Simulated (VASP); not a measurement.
Write the native input for VASP 6.6.1 that does the following.

| Quantity | Value |
| --- | --- |
| Task | single point |
| Functional | PBE |
| Potentials or basis | VASP PAW PBE potentials, release 64 (Al, N) |
| Cutoff | 520 eV |
| k mesh | 8 × 6 × 4 |
| Occupations | gaussian, width 0.05 eV |
| Spin | no spin polarisation |
| Dipole correction | no |
| Further INCAR settings | ALGO = Normal; EDIFF = 1e-07; NBANDS = 26 |

The structure of AlN lies in POSCAR:

```
AlN
1.0
   -1.6567491617      2.8695737234      0.0000000000
    0.0000000000      0.0000000000      4.1874629526
    4.9702474850      2.8695737234      0.0000000000
Al N
4 4
Direct
    0.3302468423      0.7500000000      0.1607839814
    0.0000000000      0.7500000000      0.6666666667
    0.0000000000      0.2500000000      0.3333333333
    0.5000000000      0.2500000000      0.8333333333
    0.5000000000      0.2500000000      0.1666666667
    0.0000000000      0.2500000000      0.6666666667
    0.0000000000      0.7500000000      0.3333333333
    0.5000000000      0.7500000000      0.8333333333
```

This cell differs from its parent crystal: atom 1 (Al) moved by +0.252 Å along [1 0 0] and -0.504 Å along [1 2 0].

The input as run:

INCAR

```
  ALGO = Normal
  EDIFF = 1E-7
  ENCUT = 520
  GGA = PE
  ISIF = 2
  ISMEAR = 0
  LASPH = True
  LCHARG = False
  LREAL = False
  LWAVE = False
  NBANDS = 26
  NELM = 60
  PREC = Accurate
  SIGMA = 0.05
```

KPOINTS

```
k-points
0
Gamma
  8 6 4
```

Potentials or basis: VASP PAW PBE potentials, release 64 (Al, N).

Launch:

```console
$ cat potpaw_PBE.64/Al/POTCAR potpaw_PBE.64/N/POTCAR > POTCAR
$ mpirun -np 1 vasp_std > vasp.out
```

It gave:

```json
{"Pressure": "13.5 GPa", "Largest force": "17.501 eV/Å", "Band gap on the k mesh": "2.86 eV"}
```

Caveat: the cell differs from its parent crystal (atom 1 (Al) moved by +0.252 Å along [1 0 0] and -0.504 Å along [1 2 0]); the cell stands under pressure; forces of over 1 eV/Å act on the atoms, so gaps and moduli don't describe the material at rest.

It took 110 s on 1 thread of Intel(R) Xeon(R) Platinum 8559C (Emerald Rapids) (shared host), peak memory 0.25 GiB.
